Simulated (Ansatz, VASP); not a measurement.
## One calculation of BN, two programs

```
B N
1.0
     2.55394    0.00000    0.00000
    -1.27697    2.21178    0.00000
     0.00000    0.00000    4.22685
B N
2 2
Direct
  0.66667 0.33333 0.85777
  0.33333 0.66667 0.49972
  0.66667 0.33333 0.62528
  0.33333 0.66667 0.12528
```

Alike in both runs: task single point; functional PBE; k mesh 12 × 12 × 6; occupations gaussian, width 0.05 eV; no spin polarisation.

|  | VASP | Ansatz |
| --- | --- | --- |
| version | VASP 6.6.1 | Ansatz 0.2.0 |
| potentials or method | VASP PAW PBE potentials, release 64 (B, N), cutoff 520 eV | scalar-relativistic, plane waves, PAW |
| valence electrons in the cell | 16 | 16 |

Ansatz gave:

```
gap on the k mesh at the Fermi level (eV) : none
rms of the force components (eV/Å)        : 26.706
```

Q: Which values does VASP return?

A: gap on the k mesh at the Fermi level (eV): none; rms of the force components (eV/Å): 27.572.

Atom by atom the forces differ by 0.873 eV/Å (rms over components). A gap of «none» marks a metal or a gap that the smearing closes.
